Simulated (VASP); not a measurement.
Here is a VASP 6.6.1 calculation.

Contents of INCAR:

```
SYSTEM = WSe2
  PREC = Accurate
  ENCUT = 520
  EDIFF = 1E-7
  ISMEAR = 0
  SIGMA = 0.05
  LREAL = .False.
  LASPH = .True.
  NELM = 60
  ALGO = Normal
  ISIF = 2
  LWAVE = .False.
  LCHARG = .False.
  GGA = PS
  IVDW = 12
  NBANDS = 20
```

Contents of KPOINTS:

```
regular mesh
0
Gamma
  12 12 2
  0 0 0
```

Contents of POSCAR:

```
WSe2
1.0
    3.3633944417      0.0000000000      0.0000000000
   -1.6816972209      2.9127850294      0.0000000000
    0.0000000000      0.0000000000     16.2109099311
W Se
1 2
Direct
    0.0000000000      0.0000000000      0.0000000000
    0.3333333333      0.6666666667      0.0997865200
    0.3333333333      0.6666666667      0.9002134800
```

Potentials or basis: VASP PAW PBE potentials, release 64 (W_sv, Se).

The run is started by

```sh
$ cat potpaw_PBE.64/W_sv/POTCAR potpaw_PBE.64/Se/POTCAR > POTCAR
$ mpirun -np 1 vasp_std > vasp.out
```

Question: Estimate the dispersion energy per atom.

Answer: -0.274 eV.

Question: Predict the band gap on the k mesh.

Answer: 1.29 eV, indirect (least direct gap 1.30 eV).

Forces in eV/Å, atoms in the order of the input:
```
W    0.000  0.000  0.000
Se   0.000  0.000  0.378
Se   0.000  0.000 -0.378
```

Caveat: the PAW data sets were made with another functional, which shifts forces and pressure a little; spin-orbit coupling is left out, which moves the levels of the heavy elements.
